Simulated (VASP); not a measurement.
# K (Im-3m) in VASP: notebook

The runs below take K through single point, with PBE, r2SCAN, LDA.

Program: VASP 6.6.1. These are calculated values, not measurements. Logs are shortened: lines on timing, memory, paths and dates and some standing lists are left out, and cuts for length are marked.

### Step 1. The cell of the first run

It takes space group Im-3m (No. 229, cubic). Conventional cell: a = 5.395 Å, b = 5.395 Å, c = 5.395 Å, α = 90.00°, β = 90.00°, γ = 90.00°.

### Step 2. Single point, PBE

The input, INCAR:

```
SYSTEM = K
PREC     = Accurate       ! precision mode
ENCUT    = 520            ! plane-wave cutoff, eV
EDIFF    = 1E-6           ! SCF threshold, eV
ISMEAR   = 0              ! smearing method
SIGMA    = 0.1            ! smearing width, eV
LREAL    = .FALSE.        ! projectors in reciprocal space
LASPH    = .TRUE.         ! aspherical terms in the spheres
NELM     = 60             ! most SCF steps
ALGO     = Fast           ! electronic algorithm
ISIF     = 2              ! what is computed and relaxed
LWAVE    = .FALSE.        ! write WAVECAR
LCHARG   = .TRUE.         ! write CHGCAR
GGA      = PE             ! functional
LELF     = .TRUE.         ! ELF
LVHAR    = .TRUE.       
NBANDS   = 10             ! bands
```

The input, KPOINTS:

```
regular mesh
0
G
  6 6 6
  0 0 0
```

The input, POSCAR:

```
K
1.0
   -2.6975585167      2.6975585167      2.6975585167
    2.6975585167     -2.6975585167      2.6975585167
    2.6975585167      2.6975585167     -2.6975585167
K
1
Direct
    0.0000000000      0.0000000000      0.0000000000
```

Potentials or basis: VASP PAW PBE potentials, release 64 (K_sv).

Run with:

```
cat potpaw_PBE.64/K_sv/POTCAR > POTCAR
mpirun -np 1 vasp_std > vasp.out
```

OUTCAR:

```text
SYSTEM = K
   PREC = Accurate
   ENCUT = 520
   EDIFF = 1E-6
   ISMEAR = 0
   LREAL = .FALSE.
   LASPH = .TRUE.
   NELM = 60
   ISIF = 2
   GGA = PE

 ion  position               nearest neighbor table
   1  0.000  0.000  0.000-

  LATTYP: Found a body centered cubic cell.
 ALAT       =     5.3951170334

  Lattice vectors:

 A1 = (  -2.6975585167,   2.6975585167,   2.6975585167)
 A2 = (   2.6975585167,  -2.6975585167,   2.6975585167)
 A3 = (   2.6975585167,   2.6975585167,  -2.6975585167)

Analysis of symmetry for initial positions (statically):
=====================================================================
 Subroutine PRICEL returns:
 Original cell was already a primitive cell.

 Routine SETGRP: Setting up the symmetry group for a
 body centered cubic supercell.

 Subroutine GETGRP returns: Found 48 space group operations
 (whereof 48 operations were pure point group operations)
 out of a pool of 48 trial point group operations.

The static configuration has the point symmetry O_h .

Analysis of symmetry for dynamics (positions and initial velocities):
=====================================================================
 Subroutine PRICEL returns:
 Original cell was already a primitive cell.

 Routine SETGRP: Setting up the symmetry group for a
 body centered cubic supercell.

 Subroutine GETGRP returns: Found 48 space group operations
 (whereof 48 operations were pure point group operations)
 out of a pool of 48 trial point group operations.

The dynamic configuration has the point symmetry O_h .

 Subroutine INISYM returns: Found 48 space group operations
 (whereof 48 operations are pure point group operations),
 and found     1 'primitive' translations

----------------------------------------------------------------------------------------

                                     Primitive cell

  volume of cell :      78.5186

  direct lattice vectors                    reciprocal lattice vectors
    -2.697558517  2.697558517  2.697558517     0.000000000  0.185352791  0.185352791
     2.697558517 -2.697558517  2.697558517     0.185352791  0.000000000  0.185352791
     2.697558517  2.697558517 -2.697558517     0.185352791  0.185352791  0.000000000

  length of vectors
     4.672308407  4.672308407  4.672308407     0.262128431  0.262128431  0.262128431
[... 65 lines left out ...]
   LNONCOLLINEAR =      F non collinear calculations
   LSORBIT =      F    spin-orbit coupling
   LASPH  =      T    aspherical Exc in radial PAW
   ENCUT  =  520.0 eV  38.22 Ry    6.18 a.u.   8.69  8.69  8.69*2*pi/ulx,y,z
   NELM   =     60;   NELMIN=  2; NELMDL= -5     # of ELM steps
   EDIFF  = 0.1E-05   stopping-criterion for ELM
   LREAL  =      F    real-space projection
[... 7 lines left out ...]
   TEBEG  =    0.0;   TEEND  =   0.0 temperature during run
   PSTRESS=    0.0 pullay stress
   NELECT =       9.0000    total number of electrons
   NUPDOWN=      -1.0000    fix difference up-down
   EMIN   =  10.00;   EMAX   =-10.00  energy-range for DOS
   EFERMI =   0.00;   METHOD = LEGACY
   ISMEAR =     0;   SIGMA  =   0.10  broadening in eV -4-tet -1-fermi 0-gaus
   EFERMI_NEDOS =   21; number of points for ismear=-14 and -15
   IALGO  =     68    algorithm
   IMIX   =      4    mixing-type and parameters
     AMIX     =   0.40;   BMIX     =  1.00
     AMIX_MAG =   1.60;   BMIX_MAG =  1.00
  volume/ion in A,a.u.               =      78.52       529.87
  Fermi-wavevector in a.u.,A,eV,Ry     =   0.795240  1.502785  8.604411  0.632406
  Thomas-Fermi vector in A             =   1.901529
   LORBIT       =      0    0 simple, 1 ext, 2 COOP (PROOUT), +10 PAW based schemes
   GGA     = PE    functional components
   LHFCALC =     F    Hartree Fock is set to
   AEXX    =    0.0000 exact exchange contribution
   IVDW    =     0    specifies the selected vdW correction
   LEPSILON=     F    determine dielectric tensor
   LRPA    =     F    only Hartree local field effects (RPA)
 non-spin polarized calculation
 RMM-DIIS sequential band-by-band and
 Gauss-broadening in eV      SIGMA  =   0.10
  energy-cutoff  :      520.00
  volume of cell :       78.52
 maximum number of plane-waves:      2136
   NGX = 17   NGY = 17   NGZ = 17

 number of electron       8.9999999 magnetization

 Free energy of the ion-electron system (eV)
  ---------------------------------------------------
  ext. energy  EPLUGINS =         0.00000000
  ---------------------------------------------------
  free energy    TOTEN  =        -1.03073432 eV

  energy without entropy =       -1.01834701  energy(sigma->0) =       -1.02454066

 E-fermi :  -0.2367     XC(G=0):  -5.4964

 val. band max:       -0.4951598849   @ k =   0.1667   0.1667   0.1667
 cond. band min:      -0.2255996921   @ k =   0.3333   0.1667   0.0000
 fundamental gap:      0.2695601928
 Fermi energy:        -0.2367211684

 k-point     1 :       0.0000    0.0000    0.0000
  band No.  band energies     occupation
      1     -32.4307      2.00000
      2     -15.8842      2.00000
      3     -15.8842      2.00000
      4     -15.8842      2.00000
      5      -2.3229      2.00000
      6       3.9696      0.00000
      7       3.9696      0.00000
      8       3.9696      0.00000
      9       4.8407      0.00000
     10       4.8407      0.00000
[... 183 lines left out ...]
 k-point    16 :       0.5000    0.5000    0.5000
  band No.  band energies     occupation
      1     -32.4254      2.00000
      2     -15.9231      2.00000
      3     -15.9231      2.00000
      4     -15.9231      2.00000
      5       1.4446      0.00000
      6       1.4446      0.00000
      7       3.0505      0.00000
      8       3.0505      0.00000
      9       3.0505      0.00000
     10       4.8960      0.00000

------------------------ aborting loop because EDIFF is reached ----------------------------------------

  FORCE on cell =-STRESS in cart. coord.  units (eV):
  Direction    XX          YY          ZZ          XY          YZ          ZX
  --------------------------------------------------------------------------------------
  -------------------------------------------------------------------------------------
  Total       -0.0939347     -0.0939347     -0.0939347     -0.0000000     -0.0000000      0.0000000
  in kB       -1.9167441     -1.9167441     -1.9167441     -0.0000000     -0.0000000      0.0000000
  external PRESSURE =      -1.9167441 kB  Pullay stress =       0.0000000 kB

 VOLUME and BASIS-vectors are now :
 -----------------------------------------------------------------------------
  energy-cutoff  :      520.00
  volume of cell :       78.52
      direct lattice vectors                 reciprocal lattice vectors
    -2.697558517  2.697558517  2.697558517     0.000000000  0.185352791  0.185352791
     2.697558517 -2.697558517  2.697558517     0.185352791  0.000000000  0.185352791
     2.697558517  2.697558517 -2.697558517     0.185352791  0.185352791  0.000000000

 POSITION                                       TOTAL-FORCE (eV/Angst)
 -----------------------------------------------------------------------------------
      0.00000      0.00000      0.00000        -0.000000     -0.000000     -0.000000
 -----------------------------------------------------------------------------------
    total drift:                               -0.000000      0.000000      0.000000

  FREE ENERGIE OF THE ION-ELECTRON SYSTEM (eV)
  ---------------------------------------------------
  free  energy   TOTEN  =        -1.0307343154 eV

  energy  without entropy=       -1.0183470105  energy(sigma->0) =       -1.02454066
```

stdout:

```text
POSCAR found type information on POSCAR K
 POSCAR found :  1 types and       1 ions
 scaLAPACK will be used
 LDA part: xc-table for (Slater+PW92), standard interpolation
 POSCAR, INCAR and KPOINTS ok, starting setup
 FFT: planning ... GRIDC
 FFT: planning ... GRID_SOFT
 FFT: planning ... GRID
 WAVECAR not read
 entering main loop
```

Run time: 8 s. Hardware: 1 thread of Intel Xeon 6975P-C, shared host; peak memory 0.19 GiB.

Results:

```yaml
Free_energy: -1.0307 eV
Pressure: -0.2 GPa
```

(Part 1 of 2 ends here.)
